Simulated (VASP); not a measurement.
Write the native input for VASP 6.6.1 that does the following.

- Task: single point
- Functional: PBE
- Potentials or basis: VASP PAW PBE potentials, release 64 (O, Al, Ti_sv, Zr_sv)
- Cutoff: 520 eV
- k mesh: 2 × 2 × 2, shifted
- Occupations: gaussian, width 0.1 eV
- Spin: no spin polarisation
- Dipole correction: no
- Further INCAR settings: LREAL = Auto; ALGO = Normal; EDIFF = 1e-06; NBANDS = 89; ISYM = 0

The structure of ZrTiAl2O7 lies in POSCAR:

```
ZrTiAl2O7
1.0
   -4.5953529607      4.6441932901     -0.2281816711
   -4.7979768701     -0.4308055805      4.7466108879
    0.3270905277      4.7431021466      4.6428958350
O Al Ti Zr
14 4 2 2
Direct
    0.8593383431      0.9614116364      0.2893841855
    0.3375158902      0.9835327788      0.3312970850
    0.9127208282      0.2877046128      0.4398375470
    0.9138768154      0.8919852998      0.8659419412
    0.4565021631      0.3255616851      0.3285222826
    0.3181422344      0.8626909492      1.0147234087
    0.8268687267      0.3459574503      0.9419679927
    0.6522831165      0.6373035876      0.1611831127
    0.1367111808      0.5696263877      0.1663336402
    0.4013394258      0.3158288908     -0.0911891702
    0.5389263664      0.6712140878      0.6613041525
    0.1177078526      0.6190573453      0.5907119730
    0.6376716179      0.0404832628      0.6633886706
    0.2027772088      0.1448931519      0.6840645069
    1.0119562772      0.0332122451     -0.0255296848
    0.9798533650      0.9591064911      0.5023791224
    0.5082468599      0.9885435702      0.4999631744
    0.1176349321      0.3994333697      0.4660972493
    0.5266363117     -0.0326531942      1.0219537399
    0.4843067946      0.5398584005      0.0095806767
    1.0102840440      0.5289853939     -0.0366747637
    0.5513825789      0.4149633343      0.5374452317
```

These files were run (other wordings do the same):

INCAR

```
SYSTEM = ZrTiAl2O7
ALGO = Normal
EDIFF = 1E-6
ENCUT = 520
GGA = PE
ISIF = 2
ISMEAR = 0
ISYM = 0
LASPH = .TRUE.
LCHARG = .FALSE.
LREAL = Auto
LWAVE = .FALSE.
NBANDS = 89
NELM = 80
PREC = Accurate
SIGMA = 0.1
```

KPOINTS

```
Automatic mesh
0
Gamma
  2 2 2
  0.5 0.5 0.5
```

Potentials or basis: VASP PAW PBE potentials, release 64 (O, Al, Ti_sv, Zr_sv).

Run with:

```console
$ cat potpaw_PBE.64/O/POTCAR potpaw_PBE.64/Al/POTCAR potpaw_PBE.64/Ti_sv/POTCAR potpaw_PBE.64/Zr_sv/POTCAR > POTCAR
$ mpirun -np 1 vasp_std > vasp.out
```

Results of the run:

- Pressure: 0.3 GPa
- Largest force: 0.099 eV/Å
- Band gap on the k mesh: 2.25 eV, indirect (least direct gap 2.27 eV)

Caveat: the k points lie up to 0.56 Å⁻¹ apart.

Run time: 2 min on 1 thread of Intel(R) Xeon(R) 6975P-C (Granite Rapids), on a shared host, peak memory 0.37 GiB.
